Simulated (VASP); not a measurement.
A run of VASP 6.6.1 is set up as follows.

The input INCAR:

```
PREC = Accurate
ENCUT = 520
EDIFF = 1E-6
ISMEAR = 0
SIGMA = 0.15
LREAL = False
LASPH = True
NELM = 80
ALGO = Normal
ISIF = 2
LWAVE = False
LCHARG = False
GGA = PS
NBANDS = 14
```

KPOINTS

```
regular mesh
0
Gamma
  18 18 10
```

Contents of POSCAR:

```
TiAl
1.0
    2.7621000000      0.0000000000      0.0000000000
   -1.3810500000      2.3920487678      0.0000000000
    0.0000000000      0.0000000000      4.9887000000
Ti Al
1 1
Direct
    0.0000000000      0.0000000000      0.0000000000
    0.3333333333      0.6666666667      0.5000000000
```

Potentials or basis: VASP PAW PBE potentials, release 64 (Ti_sv, Al).

Command:

```bash
$ cat potpaw_PBE.64/Ti_sv/POTCAR potpaw_PBE.64/Al/POTCAR > POTCAR
$ mpirun -np 1 vasp_std > vasp.out
```

(1) Estimate the pressure.

(2) Predict the band gap on the k mesh.

Results:

(1) -1.8 GPa.

(2) zero (an odd number of electrons rules out a gap without spin polarisation).

Caveat: the stress differs along the axes, from -14 to 4 GPa; the PAW data sets were made with another functional, which shifts forces and pressure a little.
